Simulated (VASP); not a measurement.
# LiF in VASP: notebook, part 2 of 2

VASP 6.6.1. Earlier steps stand in the parts before.

### Step 3. Single point, PBE

This run uses another cell than the first one: it holds 4 atoms, not 2.

INCAR

```
PREC = Accurate
ENCUT = 520
EDIFF = 1E-6
ISMEAR = 0
SIGMA = 0.1
LREAL = False
LASPH = True
NELM = 80
ALGO = Normal
ISIF = 2
LWAVE = False
LCHARG = True
GGA = PE
LELF = True
LVHAR = True
NBANDS = 18
```

KPOINTS

```
regular mesh
0
Gamma
  6 6 6
```

POSCAR

```
LiF
1.0
    0.0000000000      2.0338410148      2.0338410148
    2.0338410148      2.0338410148      0.0000000000
   -2.0338410148      4.0676820296     -2.0338410148
Li F
2 2
Direct
    0.7500000000      0.7500000000      0.7500000000
    0.2500000000      0.2500000000      0.2500000000
    0.5000000000      0.5000000000      0.5000000000
    0.0000000000      1.0000000000      1.0000000000
```

Potentials or basis: VASP PAW PBE potentials, release 64 (Li_sv, F).

On the command line:

```sh
> cat potpaw_PBE.64/Li_sv/POTCAR potpaw_PBE.64/F/POTCAR > POTCAR
> mpirun -np 1 vasp_std > vasp.out
```

OUTCAR:

```text
PREC = Accurate
   ENCUT = 520
   EDIFF = 1E-6
   ISMEAR = 0
   LREAL = False
   LASPH = True
   NELM = 80
   ISIF = 2
   GGA = PE

 ion  position               nearest neighbor table
   1  0.750  0.750  0.750-   3 2.03   3 2.03   3 2.03   4 2.03   4 2.03   4 2.03
   2  0.250  0.250  0.250-   4 2.03   4 2.03   3 2.03   4 2.03   3 2.03   3 2.03
   3  0.500  0.500  0.500-   2 2.03   2 2.03   1 2.03   2 2.03   1 2.03   1 2.03
   4  0.000  0.000  0.000-   1 2.03   1 2.03   1 2.03   2 2.03   2 2.03   2 2.03

  LATTYP: Found a trigonal (rhomboedric) cell.
 ALAT       =     4.9818727042
 COS(alpha) =     0.8333333333

  Lattice vectors:

 A1 = (  -2.0338410148,   2.0338410148,  -4.0676820296)
 A2 = (  -4.0676820296,   2.0338410148,  -2.0338410148)
 A3 = (  -2.0338410148,   4.0676820296,  -2.0338410148)

Analysis of symmetry for initial positions (statically):
=====================================================================
 Subroutine PRICEL returns following result:

  LATTYP: Found a face centered cubic cell.
 ALAT       =     4.0676820296

  Lattice vectors:

 A1 = (   0.0000000000,  -2.0338410148,   2.0338410148)
 A2 = (  -2.0338410148,  -0.0000000000,   2.0338410148)
 A3 = (  -2.0338410148,  -2.0338410148,   0.0000000000)

   2 primitive cells build up your supercell.

 Routine SETGRP: Setting up the symmetry group for a
 trigonal (rhombohedral) supercell.

 Subroutine GETGRP returns: Found 12 space group operations
 (whereof 12 operations were pure point group operations)
 out of a pool of 12 trial point group operations.

The static configuration has the point symmetry D_3d.

Analysis of symmetry for dynamics (positions and initial velocities):
=====================================================================
 Subroutine PRICEL returns following result:

  LATTYP: Found a face centered cubic cell.
 ALAT       =     4.0676820296

  Lattice vectors:

 A1 = (   0.0000000000,  -2.0338410148,   2.0338410148)
 A2 = (  -2.0338410148,  -0.0000000000,   2.0338410148)
 A3 = (  -2.0338410148,  -2.0338410148,   0.0000000000)

   2 primitive cells build up your supercell.

 Routine SETGRP: Setting up the symmetry group for a
 trigonal (rhombohedral) supercell.

 Subroutine GETGRP returns: Found 12 space group operations
 (whereof 12 operations were pure point group operations)
 out of a pool of 12 trial point group operations.

The dynamic configuration has the point symmetry D_3d.

 Subroutine INISYM returns: Found 12 space group operations
 (whereof 12 operations are pure point group operations),
 and found     2 'primitive' translations

----------------------------------------------------------------------------------------

                                     Primitive cell

  volume of cell :      16.8260

  direct lattice vectors                    reciprocal lattice vectors
     0.000000000 -2.033841015  2.033841015     0.245840258 -0.245840258  0.245840258
    -2.033841015 -0.000000000  2.033841015    -0.245840258  0.245840258  0.245840258
    -2.033841015 -2.033841015  0.000000000    -0.245840258 -0.245840258 -0.245840258

  length of vectors
[... 36 lines left out ...]

 Following reciprocal coordinates:
            Coordinates               Weight
  0.000000  0.000000  0.000000      1.000000
  0.166667  0.000000 -0.000000      6.000000
  0.333333  0.000000  0.000000      6.000000
  0.500000  0.000000  0.000000      3.000000
  0.166667  0.166667  0.000000      6.000000
  0.333333  0.166667  0.000000     12.000000
[... 16 lines left out ...]
 -0.166667  0.500000  0.166667     12.000000
 -0.333333 -0.333333  0.166667      6.000000
 [... further k-points ...]
   k-points           NKPTS =     32   k-points in BZ     NKDIM =     32   number of bands    NBANDS=     18
   number of dos      NEDOS =    301   number of ions     NIONS =      4
   total plane-waves  NPLWV =  23040
   dimension x,y,z NGX =    24 NGY =   24 NGZ =   40
   dimension x,y,z NGXF=    48 NGYF=   48 NGZF=   80
   ions per type =               2   2
   NGX,Y,Z   is equivalent  to a cutoff of  13.87, 13.87, 13.35 a.u.
   NGXF,Y,Z  is equivalent  to a cutoff of  27.74, 27.74, 26.70 a.u.
 SYSTEM =  unknown system
   PREC   = accura    normal or accurate (medium, high low for compatibility)
   ISTART =      0    job   : 0-new  1-cont  2-samecut
   ICHARG =      2    charge: 1-file 2-atom 10-const
   ISPIN  =      1    spin polarized calculation?
   LNONCOLLINEAR =      F non collinear calculations
   LSORBIT =      F    spin-orbit coupling
   LASPH  =      T    aspherical Exc in radial PAW
   ENCUT  =  520.0 eV  38.22 Ry    6.18 a.u.   5.35  5.35  9.26*2*pi/ulx,y,z
   NELM   =     80;   NELMIN=  2; NELMDL= -5     # of ELM steps
   EDIFF  = 0.1E-05   stopping-criterion for ELM
   LREAL  =      F    real-space projection
   EDIFFG = 0.1E-04   stopping-criterion for IOM
   NSW    =      0    number of steps for IOM
   IBRION =     -1    ionic relax: 0-MD 1-quasi-New 2-CG
   NFREE  =      0    steps in history (QN), initial steepest desc. (CG)
   ISIF   =      2    stress and relaxation
   ISYM   =      2    0-nonsym 1-usesym 2-fastsym
   POTIM  = 0.5000    time-step for ionic-motion
   TEBEG  =    0.0;   TEEND  =   0.0 temperature during run
   PSTRESS=    0.0 pullay stress
   NELECT =      20.0000    total number of electrons
   NUPDOWN=      -1.0000    fix difference up-down
   EMIN   =  10.00;   EMAX   =-10.00  energy-range for DOS
   EFERMI =   0.00;   METHOD = LEGACY
   ISMEAR =     0;   SIGMA  =   0.10  broadening in eV -4-tet -1-fermi 0-gaus
   EFERMI_NEDOS =   21; number of points for ismear=-14 and -15
   IALGO  =     38    algorithm
   IMIX   =      4    mixing-type and parameters
     AMIX     =   0.40;   BMIX     =  1.00
     AMIX_MAG =   1.60;   BMIX_MAG =  1.00
  volume/ion in A,a.u.               =       8.41        56.77
  Fermi-wavevector in a.u.,A,eV,Ry     =   1.376410  2.601038 25.776300  1.894505
  Thomas-Fermi vector in A             =   2.501657
   LORBIT       =      0    0 simple, 1 ext, 2 COOP (PROOUT), +10 PAW based schemes
   GGA     = PE    functional components
   LHFCALC =     F    Hartree Fock is set to
   AEXX    =    0.0000 exact exchange contribution
   IVDW    =     0    specifies the selected vdW correction
   LEPSILON=     F    determine dielectric tensor
   LRPA    =     F    only Hartree local field effects (RPA)
 non-spin polarized calculation
 Gauss-broadening in eV      SIGMA  =   0.10
  energy-cutoff  :      520.00
  volume of cell :       33.65
 maximum number of plane-waves:       930
 NGX is ok and might be reduce to    24

 number of electron      19.9999999 magnetization

 Free energy of the ion-electron system (eV)
  ---------------------------------------------------
  ext. energy  EPLUGINS =         0.00000000
  ---------------------------------------------------
  free energy    TOTEN  =       -19.28185888 eV

  energy without entropy =      -19.28185888  energy(sigma->0) =      -19.28185888

 E-fermi :  -0.6351     XC(G=0):  -9.8400

 val. band max:       -1.1929511902   @ k =   0.0000   0.0000   0.0000
 cond. band min:       7.6378540054   @ k =   0.0000   0.0000   0.0000
 fundamental gap:      8.8308051955
 Fermi energy:        -0.6351189285

 k-point     1 :       0.0000    0.0000    0.0000
  band No.  band energies     occupation
      1     -42.1822      2.00000
      2     -42.1308      2.00000
      3     -21.0878      2.00000
      4     -20.6758      2.00000
      5      -3.6224      2.00000
      6      -1.4109      2.00000
[... 481 lines left out ...]
      5      -3.5943      2.00000
      6      -3.2223      2.00000
[... 10 lines left out ...]
     17      17.9927      0.00000
     18      18.6559      0.00000

 [... further k-points ...]

------------------------ aborting loop because EDIFF is reached ----------------------------------------

  FORCE on cell =-STRESS in cart. coord.  units (eV):
  Direction    XX          YY          ZZ          XY          YZ          ZX
  --------------------------------------------------------------------------------------
  -------------------------------------------------------------------------------------
  Total       -0.0947265     -0.0947265     -0.0947265     -0.0001598     -0.0001598      0.0001598
  in kB       -4.5099415     -4.5099415     -4.5099415     -0.0076080     -0.0076080      0.0076080
  external PRESSURE =      -4.5099415 kB  Pullay stress =       0.0000000 kB

 VOLUME and BASIS-vectors are now :
 -----------------------------------------------------------------------------
  energy-cutoff  :      520.00
  volume of cell :       33.65
      direct lattice vectors                 reciprocal lattice vectors
     0.000000000  2.033841015  2.033841015    -0.122920129  0.122920129  0.368760387
     2.033841015  2.033841015  0.000000000     0.368760387  0.122920129 -0.122920129
    -2.033841015  4.067682030 -2.033841015    -0.122920129  0.122920129 -0.122920129

 POSITION                                       TOTAL-FORCE (eV/Angst)
 -----------------------------------------------------------------------------------
      0.00000      6.10152      0.00000        -0.000000     -0.000000     -0.000000
      0.00000      2.03384      0.00000         0.000000      0.000000      0.000000
      0.00000      4.06768      0.00000         0.000000      0.000000     -0.000000
      0.00000      0.00000      0.00000         0.000000      0.000000     -0.000000
 -----------------------------------------------------------------------------------
    total drift:                                0.000000     -0.000000      0.000000

  FREE ENERGIE OF THE ION-ELECTRON SYSTEM (eV)
  ---------------------------------------------------
  free  energy   TOTEN  =       -19.2818588751 eV

  energy  without entropy=      -19.2818588751  energy(sigma->0) =      -19.28185888
```

OSZICAR:

```text
N       E                     dE             d eps       ncg     rms          rms(c)
DAV:   1     0.100454858122E+03    0.10045E+03   -0.10344E+04  1152   0.120E+03
DAV:   2    -0.117350540124E+02   -0.11219E+03   -0.10955E+03  1288   0.286E+02
DAV:   3    -0.202126023067E+02   -0.84775E+01   -0.83952E+01  2042   0.547E+01
DAV:   4    -0.203044999532E+02   -0.91898E-01   -0.91590E-01  1496   0.693E+00
DAV:   5    -0.203055543117E+02   -0.10544E-02   -0.10543E-02  1430   0.613E-01    0.643E+00
DAV:   6    -0.192557955897E+02    0.10498E+01   -0.26963E+00  1196   0.131E+01    0.197E+00
DAV:   7    -0.192677406945E+02   -0.11945E-01   -0.66662E-02  1550   0.194E+00    0.127E+00
DAV:   8    -0.192820294170E+02   -0.14289E-01   -0.35671E-02  1598   0.188E+00    0.233E-01
DAV:   9    -0.192815810810E+02    0.44834E-03   -0.26364E-03  1410   0.482E-01    0.715E-02
DAV:  10    -0.192818658021E+02   -0.28472E-03   -0.47722E-04  1246   0.169E-01    0.419E-02
DAV:  11    -0.192818582741E+02    0.75280E-05   -0.38126E-05  1582   0.576E-02    0.490E-03
DAV:  12    -0.192818588751E+02   -0.60091E-06   -0.13830E-06  1376   0.112E-02
   1 F= -.19281859E+02 E0= -.19281859E+02  d E =-.329194E-16
```

Run time: 7.3 s. Hardware: 1 thread of Intel Xeon 6975P-C (Granite Rapids), shared host; peak memory 0.15 GiB.

Results:

- Free energy: -19.2819 eV
- Band gap on the k mesh: 8.83 eV

Caveat: the k points lie up to 0.43 Å⁻¹ apart; the cutoff is under 1.25 times the usual one of these potentials, so pressure, stress and relaxed cells hold a basis-set (Pulay) error. A k mesh can miss the band edges.

### Step 4. Relaxation of cell and atoms, PBE

INCAR

```
SYSTEM = LiF
PREC     = Accurate       ! precision mode
ENCUT    = 600            ! plane-wave cutoff, eV
EDIFF    = 1E-7           ! SCF threshold, eV
ISMEAR   = 0              ! smearing method
SIGMA    = 0.02           ! smearing width, eV
LREAL    = .FALSE.        ! projectors in reciprocal space
LASPH    = .TRUE.         ! aspherical terms in the spheres
NELM     = 80             ! most SCF steps
ALGO     = Normal         ! electronic algorithm
ISIF     = 3              ! what is computed and relaxed
LWAVE    = .FALSE.        ! write WAVECAR
LCHARG   = .FALSE.        ! write CHGCAR
GGA      = PE             ! functional
IBRION   = 2              ! ionic algorithm
NSW      = 100            ! ionic steps
EDIFFG   = -0.01          ! ionic threshold
```

KPOINTS

```
Automatic mesh
0
G
  10 10 10
  0 0 0
```

POSCAR

```
LiF
1.0
    0.0000000000      2.0325944588      2.0325944588
    2.0325944588      0.0000000000      2.0325944588
    2.0325944588      2.0325944588      0.0000000000
Li F
1 1
Direct
    0.5000000000      0.5000000000      0.5000000000
    0.0000000000      0.0000000000      0.0000000000
```

On the command line:

```sh
> cat potpaw_PBE.64/Li_sv/POTCAR potpaw_PBE.64/F/POTCAR > POTCAR
> mpirun -np 1 vasp_std > vasp.out
```

Wall time 6.7 s (1 thread of Intel Xeon 6975P-C (Granite Rapids), shared host); peak memory 0.13 GiB.

Results (log left out):

```
Free energy                           : -9.6435 eV
Relaxed volume                        : 8.31 Å³/atom
Relaxed cell                          : a = 2.865 Å, b = 2.865 Å, c = 2.865 Å, α = 60.00°, β = 60.00°, γ = 60.00°
Space group after relaxing (to 0.1 Å) : Fm-3m (No. 225)
Energy gained by relaxing             : 0.1 meV/atom
Ionic steps                           : 3
Pressure after relaxing               : 0.1 GPa
Band gap on the k mesh                : 8.93 eV
```

The path:
```tsv
step	energy change (eV)	largest force (eV/Å)	pressure (GPa)	volume (Å³)
1	0.0000	0.0000	-0.61	16.80
2	-0.0002	0.0000	-0.30	16.72
3	-0.0003	0.0000	0.06	16.63
```

Final structure:
```
Li F
1.0
     0.00000    2.02579    2.02579
     2.02579    0.00000    2.02579
     2.02579    2.02579    0.00000
Li F
1 1
Direct
  0.50000 0.50000 0.50000
  0.00000 0.00000 0.00000
```

Levels at points of the mesh, in eV from the valence-band top:
| k point | band 1 | band 2 | band 3 | band 4 | band 5 | band 6 | band 7 | band 8 | band 9 |
| --- | --- | --- | --- | --- | --- | --- | --- | --- | --- |
| (0.00, 0.00, 0.00) | -40.95 | -19.93 | 0.00 | 0.00 | 0.00 | 8.93 | 23.74 | 23.74 | 23.74 |
| (0.50, 0.00, 0.00) | -40.90 | -19.51 | -2.47 | -0.22 | -0.22 | 10.68 | 16.53 | 18.76 | 18.76 |
| (0.50, 0.50, 0.00) | -40.89 | -19.25 | -2.93 | -0.97 | -0.97 | 14.65 | 16.39 | 17.24 | 20.03 |

Caveat: the cutoff is under 1.25 times the usual one of these potentials, so pressure, stress and relaxed cells hold a basis-set (Pulay) error.

### Step 5. Single point, PBE

This run uses another cell than the first one: it holds 4 atoms, not 2.

INCAR

```
SYSTEM = LiF
ALGO = Normal
EDIFF = 1E-6
ENCUT = 520
GGA = PE
ISIF = 2
ISMEAR = 0
LASPH = .TRUE.
LCHARG = .FALSE.
LREAL = .FALSE.
LWAVE = .FALSE.
NBANDS = 18
NELM = 100
PREC = Accurate
SIGMA = 0.1
```

KPOINTS

```
k-points
0
G
  6 6 6
  0 0 0
```

POSCAR

```
LiF
1.0
   -0.0000044319      2.0341630842      2.0340933655
    2.0341881598      2.0341605616     -0.0000011391
   -2.0341477937      4.0682824690     -2.0340446223
Li F
2 2
Direct
    0.7500093761      0.7499668427      0.7500169032
    0.2499932471      0.2500134672      0.2500144661
    0.4999989167      0.5000023644      0.4999822486
   -0.0000015399      1.0000173257      0.9999863822
```

On the command line:

```sh
> cat potpaw_PBE.64/Li_sv/POTCAR potpaw_PBE.64/F/POTCAR > POTCAR
> mpirun -np 1 vasp_std > vasp.out
```

Wall time 19 s (1 thread of Intel Xeon 6975P-C (Granite Rapids), shared host); peak memory 0.18 GiB.

Results (log left out):

* Free energy: -19.2818 eV
* Band gap on the k mesh: 8.83 eV

Levels at points of the mesh, in eV from the valence-band top:
| k point | band 8 | band 9 | band 10 | band 11 | band 12 | band 13 |
| --- | --- | --- | --- | --- | --- | --- |
| (0.00, 0.00, 0.00) | 0.00 | 0.00 | 0.00 | 8.83 | 10.62 | 16.39 |
| (0.50, 0.00, 0.00) | -1.11 | -0.60 | -0.60 | 12.74 | 12.74 | 15.59 |
| (0.00, 0.50, 0.00) | -1.11 | -0.60 | -0.60 | 12.74 | 12.74 | 15.59 |
| (0.50, 0.50, 0.50) | -1.11 | -0.60 | -0.60 | 12.74 | 12.74 | 15.59 |
| (0.50, 0.50, 0.00) | -0.95 | -0.22 | -0.22 | 10.62 | 14.53 | 16.33 |
| (0.00, 0.50, 0.50) | -0.95 | -0.22 | -0.22 | 10.62 | 14.53 | 16.33 |
| (0.00, 0.00, 0.50) | -0.11 | -0.11 | -0.11 | 10.11 | 10.11 | 17.68 |
| (0.50, 0.00, 0.50) | -0.95 | -0.22 | -0.22 | 10.62 | 14.53 | 16.33 |

Caveat: the k points lie up to 0.43 Å⁻¹ apart; the cutoff is under 1.25 times the usual one of these potentials, so pressure, stress and relaxed cells hold a basis-set (Pulay) error. A k mesh can miss the band edges.

### Step 6. Single point, PBE

This run uses another cell than the first one: it holds 16 atoms, not 2.

INCAR

```
SYSTEM = LiF
PREC = Accurate
ENCUT = 520
EDIFF = 1E-6
ISMEAR = 0
SIGMA = 0.1
LREAL = Auto
LASPH = .True.
NELM = 60
ALGO = Normal
ISIF = 2
LWAVE = .False.
LCHARG = .False.
GGA = PE
NBANDS = 54
```

KPOINTS

```
Automatic mesh
0
Gamma
  4 4 2
  0 0 0
```

POSCAR

```
LiF
1.0
    2.8801846255      0.0000000000      0.0000000000
    0.0000000000      2.8801846255      0.0000000000
    0.0000000000      0.0000000000     16.1966977355
Li F
8 8
Direct
    0.4999844281      0.9999965085      0.9374989559
    0.4999965085      0.0000155719      0.1874989559
    0.0000155719      0.4999965085      0.8125010441
    0.9999965085      0.4999844281      0.0625010441
    0.5000155719      0.0000034915      0.4374989559
    0.5000034915      0.9999844281      0.6874989559
    0.9999844281      0.5000034915      0.3125010441
    0.0000034915      0.5000155719      0.5625010441
    0.0000082961      0.5000008088      0.9375041558
    0.0000008088      0.4999917039      0.1875041558
    0.4999917039      0.0000008088      0.8124958442
    0.5000008088      0.0000082961      0.0624958442
    0.9999917039      0.4999991912      0.4375041558
    0.9999991912      0.5000082961      0.6875041558
    0.5000082961      0.9999991912      0.3124958442
    0.4999991912      0.9999917039      0.5624958442
```

Potentials or basis: VASP PAW PBE potentials, release 64 (Li_sv, F).

On the command line:

```sh
> cat potpaw_PBE.64/Li_sv/POTCAR potpaw_PBE.64/F/POTCAR > POTCAR
> mpirun -np 1 vasp_std > vasp.out
```

It took 42 s on 1 thread of Intel Xeon 6975P-C (Granite Rapids), shared host; peak memory 0.26 GiB.

Results (log left out):

| Property | Result |
| --- | --- |
| Free energy | -77.1235 eV |
| Band gap on the k mesh | 8.84 eV |

Levels at points of the mesh, in eV from the valence-band top:
| k point | band 38 | band 39 | band 40 | band 41 | band 42 | band 43 |
| --- | --- | --- | --- | --- | --- | --- |
| (0.00, 0.00, 0.00) | -0.01 | 0.00 | 0.00 | 8.84 | 9.48 | 9.48 |
| (0.50, 0.00, 0.00) | -0.23 | -0.22 | -0.22 | 10.62 | 10.62 | 11.20 |
| (0.50, 0.50, 0.00) | -0.88 | -0.78 | -0.78 | 14.51 | 14.51 | 14.55 |
| (0.00, 0.00, 0.50) | -0.04 | -0.04 | -0.04 | 9.01 | 9.01 | 10.23 |
| (0.50, 0.00, 0.50) | -0.23 | -0.23 | -0.23 | 10.79 | 10.79 | 10.79 |
| (0.50, 0.50, 0.50) | -0.81 | -0.81 | -0.81 | 14.52 | 14.52 | 14.52 |

Caveat: the k points lie up to 0.55 Å⁻¹ apart; the cutoff is under 1.25 times the usual one of these potentials, so pressure, stress and relaxed cells hold a basis-set (Pulay) error. A k mesh can miss the band edges.

### Step 7. Overview

| task | cell | k mesh | cutoff (eV) | smearing | gap on the mesh (eV) | pressure (GPa) |
| --- | --- | --- | --- | --- | --- | --- |
| relaxation of cell and atoms | relaxed from a = 2.875 Å, angles 60.0°, 2 atoms, atomic positions A | 8 × 8 × 8 | 600 | gaussian 0.1 eV | 8.85 | -0.6 |
| single point | a = 2.876, b = 2.876, c = 4.982 Å, angles 73.2, 73.2, 60.0°, 4 atoms, atomic positions B | 6 × 6 × 6 | 520 | gaussian 0.1 eV | 8.83 | - |
| relaxation of cell and atoms | relaxed from a = 2.875 Å, angles 60.0°, 2 atoms, atomic positions A | 10 × 10 × 10 | 600 | gaussian 0.02 eV | 8.93 | 0.1 |
| single point | a = 2.877, b = 2.877, c = 4.983 Å, angles 73.2, 73.2, 60.0°, 4 atoms, atomic positions B | 6 × 6 × 6 | 520 | gaussian 0.1 eV | 8.83 | - |
| single point | a = 2.880, b = 2.880, c = 16.197 Å, 16 atoms, atomic positions C | 4 × 4 × 2 | 520 | gaussian 0.1 eV | 8.84 | - |

Alike in all rows: level PBE; potentials or basis VASP PAW PBE potentials, release 64 (Li_sv, F); no spin polarisation.

Caveats: some runs use coarse meshes; the cutoff is under 1.25 times the usual one of these potentials, so pressure, stress and relaxed cells hold a basis-set (Pulay) error; the relaxation stopped at its first step, so nothing moved (at least some runs).

Absolute energies hang on the potentials; compare differences alone.
